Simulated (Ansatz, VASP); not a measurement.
# One calculation of NbCu, two programs

The input POSCAR:

```
NbCu
1.0
    0.0000000000      2.5622100000      2.5622100000
    2.5622100000      0.0000000000      2.5622100000
    2.5622100000      2.5622100000      0.0000000000
Nb Cu
1 1
Direct
    0.0000000000      0.0000000000      0.0000000000
    0.5000000000      0.5000000000      0.5000000000
```

Contents of INCAR.step1:

```
SYSTEM = NbCu
PREC     = Accurate       ! precision mode
ENCUT    = 520            ! plane-wave cutoff, eV
EDIFF    = 1E-5           ! SCF threshold, eV
ISMEAR   = -1             ! smearing method
SIGMA    = 0.05           ! smearing width, eV
LREAL    = .FALSE.        ! projectors in reciprocal space
LASPH    = .TRUE.         ! aspherical terms in the spheres
NELM     = 100            ! most SCF steps
ALGO     = Normal         ! electronic algorithm
ISIF     = 2              ! what is computed and relaxed
LWAVE    = .TRUE.         ! write WAVECAR
LCHARG   = .FALSE.        ! write CHGCAR
GGA      = PE             ! functional
NBANDS   = 19             ! bands
```

The input INCAR.step2:

```
SYSTEM = NbCu
PREC     = Accurate       ! precision mode
ENCUT    = 520            ! plane-wave cutoff, eV
EDIFF    = 1E-7           ! SCF threshold, eV
ISMEAR   = -1             ! smearing method
SIGMA    = 0.05           ! smearing width, eV
LREAL    = .FALSE.        ! projectors in reciprocal space
LASPH    = .TRUE.         ! aspherical terms in the spheres
NELM     = 100            ! most SCF steps
ALGO     = Normal         ! electronic algorithm
ISIF     = 2              ! what is computed and relaxed
LWAVE    = .FALSE.        ! write WAVECAR
LCHARG   = .FALSE.        ! write CHGCAR
GGA      = PS             ! functional
LHFCALC  = .TRUE.         ! exact exchange
AEXX     = 0.25           ! exact-exchange fraction
HFSCREEN = 0.207          ! screening, 1/A
PRECFOCK = Normal       
ISTART   = 1            
NBANDS   = 19             ! bands
```

KPOINTS

```
regular mesh
0
G
  5 5 5
  0 0 0
```

input

```
crystal:
  lattice:
    - [0.0, 2.56221, 2.56221]
    - [2.56221, 0.0, 2.56221]
    - [2.56221, 2.56221, 0.0]
  atoms:
    - { symbol: Nb, position: [0.0, 0.0, 0.0] }
    - { symbol: Cu, position: [0.5, 0.5, 0.5] }
hamiltonian:
  xc:
    exchange: hjs_pbesol
    correlation: pbesol
    exx: { coeff: 0.25, omega: 0.207 }
  pseudopotentials: { kind: paw }
kpoints:
  mp_grid: { grid: [5, 5, 5] }
  band_path:
    path:
      - [[0.0, 0.0, 0.0], [0.5, 0.0, 0.5], [0.5, 0.25, 0.75], [0.375, 0.375, 0.75], [0.0, 0.0, 0.0], [0.5, 0.5, 0.5], [0.625, 0.25, 0.625], [0.5, 0.25, 0.75], [0.5, 0.5, 0.5], [0.375, 0.375, 0.75]]
      - [[0.625, 0.25, 0.625], [0.5, 0.0, 0.5]]
    npoints: 4
scf:
  occupations: { method: fermi_dirac, width: 0.05 }
  n_extra_bands: 6
output:
  forces: true
  stress: true
  eigenvalues: true
  fatbands: false
  write_density: true
  write_potential: true
  elf: true
  volumetric_format: npy
```

Alike in both runs: functional PBEsol-based screened hybrid with a share of 0.25 of exact exchange and HFSCREEN = 0.207; k mesh 5 × 5 × 5; occupations fermi-dirac, width 0.05 eV; no spin polarisation.

```csv
,VASP,Ansatz
version,VASP 6.6.1,Ansatz 0.2.0
potentials or method,"VASP PAW PBE potentials, release 64 (Nb_sv, Cu)",Ansatz PAW
plane-wave cutoff (eV),520,420
valence electrons in the cell,24,32
task,single point,band structure
```

Ansatz gave:

- gap on the k mesh at the Fermi level (eV): none
- pressure (GPa): -7.2

What did VASP give for the same quantities?

gap on the k mesh at the Fermi level (eV): none; pressure (GPa): -7.3.

VASP's potentials were made for PBE, not for PBEsol-based screened hybrid. A gap of «none» marks a metal or a gap that the smearing closes. VASP's potentials hold 24 valence electrons a cell and Ansatz's 32, so a difference there can come from the potentials and not from the codes.

The k mesh is coarse, so the values compare programs but aren't converged.
